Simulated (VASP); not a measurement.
Here is a VASP 6.6.1 calculation.

Contents of INCAR:

```
SYSTEM = InAs
PREC = Accurate ; ENCUT = 520
EDIFF = 1E-6 ; ISMEAR = -1
SIGMA = 0.1 ; LREAL = .FALSE.
LASPH = .TRUE. ; NELM = 60
ALGO = Normal ; ISIF = 2
LWAVE = .FALSE. ; LCHARG = .TRUE.
GGA = B5 ; ALDAX = 1.0
AGGAX = 1.0 ; AGGAC = 1.0
ALDAC = 0.0 ; IVDW = 12
VDW_S6 = 1.0 ; VDW_S8 = 2.6996
VDW_A1 = 0.4298 ; VDW_A2 = 4.2359
LELF = .TRUE. ; LVHAR = .TRUE.
NBANDS = 16
```

Contents of KPOINTS:

```
Automatic mesh
0
G
  6 6 6
  0 0 0
```

Contents of POSCAR:

```
InAs
1.0
    0.0000000000      2.8519544463      2.8519544463
    2.8519544463      0.0000000000      2.8519544463
    2.8519544463      2.8519544463      0.0000000000
In As
1 1
Direct
    0.5000000000      0.5000000000      0.5000000000
    0.0000000000      0.0000000000      0.0000000000
```

Potentials or basis: VASP PAW PBE potentials, release 64 (In_d, As).

Launch:

```sh
$ cat potpaw_PBE.64/In_d/POTCAR potpaw_PBE.64/As/POTCAR > POTCAR
$ mpirun -np 1 vasp_std > vasp.out
```

Task: What does it give for the dispersion energy per atom?

Result: -0.908 eV.

Task: What does it give for the pressure?

Result: 0.2 GPa.

Task: What does it give for the band gap on the k mesh?

Result: Zero (band 9 reaches 7.04 eV, above the bottom of band 10 at 4.40 eV).

Caveat: the PAW data sets were made with another functional, which shifts forces and pressure a little; spin-orbit coupling is left out, which moves the levels of the heavy elements; pairwise dispersion overbinds metals, which lowers pressure and volume.
